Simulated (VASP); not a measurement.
Input of a VASP 6.6.1 run:

The input INCAR:

```
SYSTEM = HfO2
PREC = Accurate
ENCUT = 520
EDIFF = 1E-7
ISMEAR = -1
SIGMA = 0.02
LREAL = .FALSE.
LASPH = .TRUE.
NELM = 60
ALGO = Normal
ISIF = 2
LWAVE = .FALSE.
LCHARG = .FALSE.
GGA = PE
NBANDS = 18
```

KPOINTS

```
Automatic mesh
0
G
  8 8 8
  0 0 0
```

The input POSCAR:

```
HfO2
1.0
    0.0762126939      2.6053950133      2.6053950133
    2.6053950133      0.0762126939      2.6053950133
    2.6053950133      2.6053950133      0.0762126939
Hf O
1 2
Direct
    0.0000000000      0.0000000000      0.0000000000
    0.2487273966      0.2487273966      0.2487273966
    0.7512726034      0.7512726034      0.7512726034
```

Potentials or basis: VASP PAW PBE potentials, release 64 (Hf_pv, O).

Launch:

```sh
$ cat potpaw_PBE.64/Hf_pv/POTCAR potpaw_PBE.64/O/POTCAR > POTCAR
$ mpirun -np 1 vasp_std > vasp.out
```

(1) Estimate the largest force.

(2) What does it give for the band gap on the k mesh?

## Answers

(1) 0.007 eV/Å.

(2) 3.71 eV, direct.

Caveat: the cell differs from its parent crystal (strain along [111] +4.5%); spin-orbit coupling is left out, which moves the levels of the heavy elements.
